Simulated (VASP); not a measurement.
Here is a VASP 6.6.1 calculation.

Contents of INCAR:

```
PREC = Accurate
ENCUT = 520
EDIFF = 1E-6
ISMEAR = -1
SIGMA = 0.05
LREAL = F
LASPH = T
NELM = 150
ALGO = Normal
ISIF = 2
LWAVE = F
LCHARG = F
ISPIN = 2
MAGMOM = 7 0
LORBIT = 11
LMAXMIX = 6
GGA = CA
NBANDS = 23
```

The input KPOINTS:

```
Automatic mesh
0
Gamma
  9 9 9
```

POSCAR

```
GdO
1.0
    0.0000000000      2.6448824935      2.6448824935
    2.6448824935      0.0000000000      2.6448824935
    2.6448824935      2.6448824935      0.0000000000
Gd O
1 1
Direct
    0.0000000000      0.0000000000      0.0000000000
    0.7500000000      0.7500000000      0.7500000000
```

Potentials or basis: VASP PAW PBE potentials, release 64 (Gd, O).

Command:

```sh
$ cat potpaw_PBE.64/Gd/POTCAR potpaw_PBE.64/O/POTCAR > POTCAR
$ mpirun -np 1 vasp_std > vasp.out
```

(1) Predict the net moment.

(2) Predict the site moments.

Results:

(1) 6.86 μB per cell.

(2) Gd +6.64; O -0.05 μB.

Caveat: a cell with one magnetic atom can't hold antiferromagnetic order, which such compounds often take.
